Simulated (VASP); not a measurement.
# WC (Fm-3m) in VASP: further runs

The runs below take WC through single point, with r2SCAN.

All numbers are computed with VASP 6.6.1; they aren't measurements. Logs are shortened: lines on timing, memory, paths and dates and some standing lists are left out, and cuts for length are marked.

### Step 1. The cell of the first run

Symmetry: Fm-3m, No. 225, cubic system. The conventional cell has a = 4.385 Å, b = 4.385 Å, c = 4.385 Å, α = 90.00°, β = 90.00°, γ = 90.00°. W (site symmetry m-3m) has 6 C at 2.19 Å within 2.9 Å. Within 2.9 Å of C (site symmetry m-3m) lie 6 W at 2.19 Å.

### Step 2. Single point, r2SCAN

The input, POSCAR:

```
WC
1.0
    0.0000000000      2.1926840000      2.1926840000
    2.1926840000      0.0000000000      2.1926840000
    2.1926840000      2.1926840000      0.0000000000
W C
1 1
Direct
    0.0000000000      0.0000000000      0.0000000000
    0.5000000000      0.5000000000      0.5000000000
```

The input, INCAR.step1:

```
  PREC = Accurate
  ENCUT = 910
  ISMEAR = 0
  SIGMA = 0.1
  LREAL = False
  LASPH = True
  NELM = 120
  NBANDS = 16
  GGA = PE
  ALGO = Normal
  EDIFF = 1E-5
  LWAVE = True
  LCHARG = False
  GGA_COMPAT = False
```

The input, INCAR.step2:

```
  PREC = Accurate
  ENCUT = 910
  EDIFF = 1E-6
  ISMEAR = 0
  SIGMA = 0.1
  LREAL = False
  LASPH = True
  NELM = 120
  ALGO = Normal
  ISIF = 2
  LWAVE = False
  LCHARG = True
  METAGGA = R2SCAN
  LMIXTAU = True
  LELF = True
  LVHAR = True
  NBANDS = 16
  ISTART = 1
  GGA_COMPAT = False
```

The input, KPOINTS:

```
Automatic mesh
0
Gamma
  8 8 8
```

Potentials or basis: VASP PAW PBE potentials, release 64 (W_sv, C_h).

Launch:

```bash
> cat potpaw_PBE.64/W_sv/POTCAR potpaw_PBE.64/C_h/POTCAR > POTCAR
> cp INCAR.step1 INCAR
> mpirun -np 1 vasp_std > vasp.out
> cp INCAR.step2 INCAR
> mpirun -np 1 vasp_std > vasp.out
```

OUTCAR:

```text
PREC = Accurate
   ENCUT = 910
   EDIFF = 1E-6
   ISMEAR = 0
   LREAL = False
   LASPH = True
   NELM = 120
   ISIF = 2
   METAGGA = R2SCAN
   ISTART = 1

 ion  position               nearest neighbor table
   1  0.000  0.000  0.000-   2 2.19   2 2.19   2 2.19   2 2.19   2 2.19   2 2.19
   2  0.500  0.500  0.500-   1 2.19   1 2.19   1 2.19   1 2.19   1 2.19   1 2.19

  LATTYP: Found a face centered cubic cell.
 ALAT       =     4.3853680000

  Lattice vectors:

 A1 = (   0.0000000000,   2.1926840000,   2.1926840000)
 A2 = (   2.1926840000,   0.0000000000,   2.1926840000)
 A3 = (   2.1926840000,   2.1926840000,   0.0000000000)

Analysis of symmetry for initial positions (statically):
=====================================================================
 Subroutine PRICEL returns:
 Original cell was already a primitive cell.

 Routine SETGRP: Setting up the symmetry group for a
 face centered cubic supercell.

 Subroutine GETGRP returns: Found 48 space group operations
 (whereof 48 operations were pure point group operations)
 out of a pool of 48 trial point group operations.

The static configuration has the point symmetry O_h .

Analysis of symmetry for dynamics (positions and initial velocities):
=====================================================================
 Subroutine PRICEL returns:
 Original cell was already a primitive cell.

 Routine SETGRP: Setting up the symmetry group for a
 face centered cubic supercell.

 Subroutine GETGRP returns: Found 48 space group operations
 (whereof 48 operations were pure point group operations)
 out of a pool of 48 trial point group operations.

The dynamic configuration has the point symmetry O_h .

 Subroutine INISYM returns: Found 48 space group operations
 (whereof 48 operations are pure point group operations),
 and found     1 'primitive' translations

----------------------------------------------------------------------------------------

                                     Primitive cell

  volume of cell :      21.0842

  direct lattice vectors                    reciprocal lattice vectors
     0.000000000  2.192684000  2.192684000    -0.228031034  0.228031034  0.228031034
     2.192684000  0.000000000  2.192684000     0.228031034 -0.228031034  0.228031034
     2.192684000  2.192684000  0.000000000     0.228031034  0.228031034 -0.228031034

  length of vectors
     3.100923451  3.100923451  3.100923451     0.394961337  0.394961337  0.394961337

  position of ions in fractional coordinates (direct lattice)
     0.000000000  0.000000000  0.000000000
     0.500000000  0.500000000  0.500000000

  ion indices of the primitive-cell ions
   primitive index   ion index
                 1           1
                 2           2

----------------------------------------------------------------------------------------

 KPOINTS: Automatic mesh

Automatic generation of k-mesh.
 Grid dimensions read from file:
 generate k-points for:    8    8    8

 Generating k-lattice:

  Cartesian coordinates                     Fractional coordinates (reciprocal lattice)
    -0.028503879  0.028503879  0.028503879     0.125000000  0.000000000  0.000000000
     0.028503879 -0.028503879  0.028503879     0.000000000  0.125000000  0.000000000
     0.028503879  0.028503879 -0.028503879     0.000000000  0.000000000  0.125000000

  Length of vectors
     0.049370167  0.049370167  0.049370167

  Shift w.r.t. Gamma in fractional coordinates (k-lattice)
     0.000000000  0.000000000  0.000000000

 Subroutine IBZKPT returns following result:
 ===========================================

 Found     29 irreducible k-points:

 Following reciprocal coordinates:
            Coordinates               Weight
  0.000000  0.000000  0.000000      1.000000
  0.125000  0.000000  0.000000      8.000000
  0.250000  0.000000  0.000000      8.000000
  0.375000  0.000000  0.000000      8.000000
  0.500000  0.000000  0.000000      4.000000
  0.125000  0.125000  0.000000      6.000000
[... 16 lines left out ...]
  0.500000  0.250000  0.125000     48.000000
 -0.375000  0.250000  0.125000     24.000000
 [... further k-points ...]
   k-points           NKPTS =     29   k-points in BZ     NKDIM =     29   number of bands    NBANDS=     16
   number of dos      NEDOS =    301   number of ions     NIONS =      2
   total plane-waves  NPLWV =  32768
   dimension x,y,z NGX =    32 NGY =   32 NGZ =   32
   dimension x,y,z NGXF=    64 NGYF=   64 NGZF=   64
   ions per type =               1   1
   NGX,Y,Z   is equivalent  to a cutoff of  17.16, 17.16, 17.16 a.u.
   NGXF,Y,Z  is equivalent  to a cutoff of  34.31, 34.31, 34.31 a.u.
 SYSTEM =  unknown system
   PREC   = accura    normal or accurate (medium, high low for compatibility)
   ISTART =      1    job   : 0-new  1-cont  2-samecut
   ICHARG =      0    charge: 1-file 2-atom 10-const
   ISPIN  =      1    spin polarized calculation?
   LNONCOLLINEAR =      F non collinear calculations
   LSORBIT =      F    spin-orbit coupling
   LASPH  =      T    aspherical Exc in radial PAW
   ENCUT  =  910.0 eV  66.88 Ry    8.18 a.u.   7.63  7.63  7.63*2*pi/ulx,y,z
   NELM   =    120;   NELMIN=  2; NELMDL=  0     # of ELM steps
   EDIFF  = 0.1E-05   stopping-criterion for ELM
   LREAL  =      F    real-space projection
   EDIFFG = 0.1E-04   stopping-criterion for IOM
   NSW    =      0    number of steps for IOM
   IBRION =     -1    ionic relax: 0-MD 1-quasi-New 2-CG
   NFREE  =      0    steps in history (QN), initial steepest desc. (CG)
   ISIF   =      2    stress and relaxation
   ISYM   =      2    0-nonsym 1-usesym 2-fastsym
   POTIM  = 0.5000    time-step for ionic-motion
   TEBEG  =    0.0;   TEEND  =   0.0 temperature during run
   PSTRESS=    0.0 pullay stress
   NELECT =      18.0000    total number of electrons
   NUPDOWN=      -1.0000    fix difference up-down
   EMIN   =  10.00;   EMAX   =-10.00  energy-range for DOS
   EFERMI =   0.00;   METHOD = LEGACY
   ISMEAR =     0;   SIGMA  =   0.10  broadening in eV -4-tet -1-fermi 0-gaus
   EFERMI_NEDOS =   21; number of points for ismear=-14 and -15
   IALGO  =     38    algorithm
   IMIX   =      4    mixing-type and parameters
     AMIX     =   0.40;   BMIX     =  1.00
     AMIX_MAG =   1.60;   BMIX_MAG =  1.00
  volume/ion in A,a.u.               =      10.54        71.14
  Fermi-wavevector in a.u.,A,eV,Ry     =   1.553029  2.934800 32.815887  2.411900
  Thomas-Fermi vector in A             =   2.657319
   LORBIT       =      0    0 simple, 1 ext, 2 COOP (PROOUT), +10 PAW based schemes
   METAGGA = R2SCAN    functional components
   LHFCALC =     F    Hartree Fock is set to
   AEXX    =    0.0000 exact exchange contribution
   IVDW    =     0    specifies the selected vdW correction
   LEPSILON=     F    determine dielectric tensor
   LRPA    =     F    only Hartree local field effects (RPA)
 non-spin polarized calculation
 Gauss-broadening in eV      SIGMA  =   0.10
  energy-cutoff  :      910.00
  volume of cell :       21.08
 maximum number of plane-waves:      1363
 NGX is ok and might be reduce to    32
   NGX = 15   NGY = 15   NGZ = 15

 number of electron      18.0000000 magnetization

 Free energy of the ion-electron system (eV)
  ---------------------------------------------------
  ext. energy  EPLUGINS =         0.00000000
  ---------------------------------------------------
  free energy    TOTEN  =       -60.61958865 eV

  energy without entropy =      -60.60971744  energy(sigma->0) =      -60.61465305

 E-fermi :  12.8864     XC(G=0): -14.8558

 val. band max:       12.8414463592   @ k =   0.5000   0.1250   0.0000
 cond. band min:      12.8966416586   @ k =   0.1250   0.1250   0.0000
 fundamental gap:      0.0551952993
 Fermi energy:        12.8864043798

 k-point     1 :       0.0000    0.0000    0.0000
  band No.  band energies     occupation
      1     -64.7322      2.00000
      2     -28.0670      2.00000
      3     -28.0670      2.00000
      4     -28.0670      2.00000
      5      -3.9766      2.00000
      6       9.8931      2.00000
[... 8 lines left out ...]
     15      23.3176      0.00000
     16      36.5493      0.00000

 k-point     2 :       0.1250    0.0000    0.0000
  band No.  band energies     occupation
      1     -64.7261      2.00000
      2     -28.1620      2.00000
      3     -28.0770      2.00000
      4     -28.0770      2.00000
      5      -3.5310      2.00000
      6       8.5012      2.00000
[... 8 lines left out ...]
     15      24.2839      0.00000
     16      33.3045      0.00000

 k-point     3 :       0.2500    0.0000    0.0000
  band No.  band energies     occupation
      1     -64.7115      2.00000
      2     -28.3856      2.00000
      3     -28.1009      2.00000
      4     -28.1009      2.00000
      5      -2.3126      2.00000
      6       6.2150      2.00000
[... 8 lines left out ...]
     15      25.7469      0.00000
     16      30.4636      0.00000

 k-point     4 :       0.3750    0.0000    0.0000
  band No.  band energies     occupation
      1     -64.6968      2.00000
      2     -28.6016      2.00000
      3     -28.1247      2.00000
      4     -28.1247      2.00000
      5      -0.6321      2.00000
      6       3.9874      2.00000
[... 8 lines left out ...]
     15      26.7889      0.00000
     16      26.8599      0.00000
[... 324 lines left out ...]
 k-point    22 :       0.3750    0.2500    0.1250
  band No.  band energies     occupation
      1     -64.7005      2.00000
      2     -28.4309      2.00000
      3     -28.2189      2.00000
      4     -28.1366      2.00000
      5      -1.6553      2.00000
      6       5.0790      2.00000
[... 8 lines left out ...]
     15      26.3515      0.00000
     16      26.6995      0.00000

 k-point    23 :       0.5000    0.2500    0.1250
  band No.  band energies     occupation
      1     -64.6887      2.00000
      2     -28.5476      2.00000
      3     -28.2806      2.00000
      4     -28.1696      2.00000
      5      -0.6579      2.00000
      6       4.2643      2.00000
[... 8 lines left out ...]
     15      25.2708      0.00000
     16      26.3982      0.00000

 k-point    24 :      -0.3750    0.2500    0.1250
  band No.  band energies     occupation
      1     -64.6838      2.00000
      2     -28.5982      2.00000
      3     -28.2972      2.00000
      4     -28.1891      2.00000
      5      -0.1729      2.00000
      6       3.8568      2.00000
[... 8 lines left out ...]
     15      25.6106      0.00000
     16      26.7998      0.00000

 [... further k-points ...]
[... 5 lines left out ...]
  --------------------------------------------------------------------------------------
  -------------------------------------------------------------------------------------
  Total       -0.4616042     -0.4616042     -0.4616042      0.0000000      0.0000000     -0.0000000
  in kB      -35.0769832    -35.0769832    -35.0769832      0.0000000      0.0000000     -0.0000000
  external PRESSURE =     -35.0769832 kB  Pullay stress =       0.0000000 kB

 VOLUME and BASIS-vectors are now :
 -----------------------------------------------------------------------------
  energy-cutoff  :      910.00
  volume of cell :       21.08
      direct lattice vectors                 reciprocal lattice vectors
     0.000000000  2.192684000  2.192684000    -0.228031034  0.228031034  0.228031034
     2.192684000  0.000000000  2.192684000     0.228031034 -0.228031034  0.228031034
     2.192684000  2.192684000  0.000000000     0.228031034  0.228031034 -0.228031034

 POSITION                                       TOTAL-FORCE (eV/Angst)
 -----------------------------------------------------------------------------------
      0.00000      0.00000      0.00000         0.000000     -0.000000      0.000000
      2.19268      2.19268      2.19268         0.000000      0.000000     -0.000000
 -----------------------------------------------------------------------------------
    total drift:                                0.000000     -0.000000     -0.000000

  FREE ENERGIE OF THE ION-ELECTRON SYSTEM (eV)
  ---------------------------------------------------
  free  energy   TOTEN  =       -60.6195886501 eV

  energy  without entropy=      -60.6097174405  energy(sigma->0) =      -60.61465305
```

It took 71 s on 1 thread of AMD EPYC 9R14 (Zen 4), shared host; peak memory 0.17 GiB.

What came out:

| Quantity | Value |
| --- | --- |
| Free energy | -60.6196 eV |
| Pressure | -3.5 GPa |
| Band gap on the k mesh | zero (band 9 reaches 13.82 eV, above the bottom of band 10 at 10.59 eV) |

Caveat: the cutoff is under 1.25 times the usual one of these potentials, so pressure, stress and relaxed cells hold a basis-set (Pulay) error; the PAW data sets were made with another functional, which shifts forces and pressure a little; spin-orbit coupling is left out, which moves the levels of the heavy elements.

### Step 3. Single point, r2SCAN

This run uses another cell than the first one, of 10.39 Å³/atom, 0.986 times its volume.

The input, POSCAR:

```
WC
1.0
    0.0000000000      2.1824154782      2.1824154782
    2.1824154782      0.0000000000      2.1824154782
    2.1824154782      2.1824154782      0.0000000000
W C
1 1
Direct
    0.0000000000      0.0000000000      0.0000000000
    0.5000000000      0.5000000000      0.5000000000
```

The input, INCAR.step1:

```
ALGO = Normal
EDIFF = 1E-4
ENCUT = 520
GGA = PE
ISMEAR = 0
LASPH = T
LCHARG = F
LREAL = F
LWAVE = T
NBANDS = 16
NELM = 80
PREC = Accurate
SIGMA = 0.15
```

The input, INCAR.step2:

```
ALGO = Normal
EDIFF = 1E-6
ENCUT = 520
ISIF = 2
ISMEAR = 0
ISTART = 1
LASPH = T
LCHARG = F
LMIXTAU = T
LREAL = F
LWAVE = F
METAGGA = R2SCAN
NBANDS = 16
NELM = 80
PREC = Accurate
SIGMA = 0.15
```

The input, KPOINTS:

```
k-points
0
Gamma
  24 24 24
```

Potentials or basis: VASP PAW PBE potentials, release 64 (W_sv, C).

Launch:

```bash
> cat potpaw_PBE.64/W_sv/POTCAR potpaw_PBE.64/C/POTCAR > POTCAR
> cp INCAR.step1 INCAR
> mpirun -np 1 vasp_std > vasp.out
> cp INCAR.step2 INCAR
> mpirun -np 1 vasp_std > vasp.out
```

OUTCAR:

```text
EDIFF = 1E-6
   ENCUT = 520
   ISIF = 2
   ISMEAR = 0
   ISTART = 1
   LASPH = T
   LREAL = F
   METAGGA = R2SCAN
   NELM = 80
   PREC = Accurate

 ion  position               nearest neighbor table
   1  0.000  0.000  0.000-   2 2.18   2 2.18   2 2.18   2 2.18   2 2.18   2 2.18
   2  0.500  0.500  0.500-   1 2.18   1 2.18   1 2.18   1 2.18   1 2.18   1 2.18

  LATTYP: Found a face centered cubic cell.
 ALAT       =     4.3648309564

  Lattice vectors:

 A1 = (   0.0000000000,   2.1824154782,   2.1824154782)
 A2 = (   2.1824154782,   0.0000000000,   2.1824154782)
 A3 = (   2.1824154782,   2.1824154782,   0.0000000000)

Analysis of symmetry for initial positions (statically):
=====================================================================
 Subroutine PRICEL returns:
 Original cell was already a primitive cell.

 Routine SETGRP: Setting up the symmetry group for a
 face centered cubic supercell.

 Subroutine GETGRP returns: Found 48 space group operations
 (whereof 48 operations were pure point group operations)
 out of a pool of 48 trial point group operations.

The static configuration has the point symmetry O_h .

Analysis of symmetry for dynamics (positions and initial velocities):
[... 154 lines left out ...]
  ---------------------------------------------------
  free energy    TOTEN  =       -60.62894394 eV

  energy without entropy =      -60.61875526  energy(sigma->0) =      -60.62384960

 E-fermi :  12.6323     XC(G=0): -14.9428

 val. band max:       12.6296147476   @ k =   0.2083   0.0833   0.0417
 cond. band min:      12.6378175092   @ k =  -0.2083   0.1250   0.0000
 fundamental gap:      0.0082027615
 Fermi energy:        12.6323258616

 k-point     1 :       0.0000    0.0000    0.0000
  band No.  band energies     occupation
      1     -64.8304      2.00000
      2     -28.1633      2.00000
      3     -28.1633      2.00000
      4     -28.1633      2.00000
      5      -4.2169      2.00000
      6       9.7253      2.00000
[... 433 lines left out ...]
      3     -28.2372      2.00000
      4     -28.2368      2.00000
      5       0.1056      2.00000
      6       2.7529      2.00000
[... 8 lines left out ...]
     15      25.4713      0.00000
     16      25.5266      0.00000

 [... further k-points ...]
[... 5 lines left out ...]
  --------------------------------------------------------------------------------------
  -------------------------------------------------------------------------------------
  Total        0.2179691      0.2179691      0.2179691      0.0000000     -0.0000000      0.0000000
  in kB       16.7982179     16.7982179     16.7982179      0.0000000     -0.0000000      0.0000000
  external PRESSURE =      16.7982179 kB  Pullay stress =       0.0000000 kB

 VOLUME and BASIS-vectors are now :
 -----------------------------------------------------------------------------
  energy-cutoff  :      520.00
  volume of cell :       20.79
      direct lattice vectors                 reciprocal lattice vectors
     0.000000000  2.182415478  2.182415478    -0.229103947  0.229103947  0.229103947
     2.182415478  0.000000000  2.182415478     0.229103947 -0.229103947  0.229103947
     2.182415478  2.182415478  0.000000000     0.229103947  0.229103947 -0.229103947

 POSITION                                       TOTAL-FORCE (eV/Angst)
 -----------------------------------------------------------------------------------
      0.00000      0.00000      0.00000         0.000000      0.000000      0.000000
      2.18242      2.18242      2.18242        -0.000000     -0.000000     -0.000000
 -----------------------------------------------------------------------------------
    total drift:                                0.000000     -0.000000     -0.000000

  FREE ENERGIE OF THE ION-ELECTRON SYSTEM (eV)
  ---------------------------------------------------
  free  energy   TOTEN  =       -60.6289439403 eV

  energy  without entropy=      -60.6187552600  energy(sigma->0) =      -60.62384960
```

OSZICAR.step1:

```text
N       E                     dE             d eps       ncg     rms          rms(c)
DAV:   1     0.109068612690E+03    0.10907E+03   -0.93657E+03 13272   0.125E+03
DAV:   2    -0.218588460045E+02   -0.13093E+03   -0.12620E+03 16168   0.334E+02
DAV:   3    -0.250381410290E+02   -0.31793E+01   -0.31681E+01 14336   0.494E+01
DAV:   4    -0.250537603982E+02   -0.15619E-01   -0.15619E-01 17408   0.396E+00
DAV:   5    -0.250538769642E+02   -0.11657E-03   -0.11657E-03 14312   0.319E-01    0.316E+01
DAV:   6    -0.216540031961E+02    0.33999E+01   -0.86051E+00 16752   0.278E+01    0.810E+00
DAV:   7    -0.215840826007E+02    0.69921E-01   -0.48185E-01 13440   0.552E+00    0.651E+00
DAV:   8    -0.215575644078E+02    0.26518E-01   -0.71925E-02 15240   0.229E+00    0.150E+00
DAV:   9    -0.215556716084E+02    0.18928E-02   -0.33320E-03 14400   0.505E-01    0.116E-01
DAV:  10    -0.215556116925E+02    0.59916E-04   -0.34419E-04 15840   0.202E-01
   1 F= -.21555612E+02 E0= -.21550129E+02  d E =-.109645E-01
```

It took 4.3 min on 1 thread of Intel Xeon Platinum 8488C (Sapphire Rapids), shared host; peak memory 0.25 GiB.

What came out:

```
Free energy            : -60.6289 eV
Pressure               : 1.7 GPa
Band gap on the k mesh : zero (band 9 reaches 13.74 eV, above the bottom of band 10 at 10.36 eV)
```

Caveat: the PAW data sets were made with another functional, which shifts forces and pressure a little; spin-orbit coupling is left out, which moves the levels of the heavy elements.
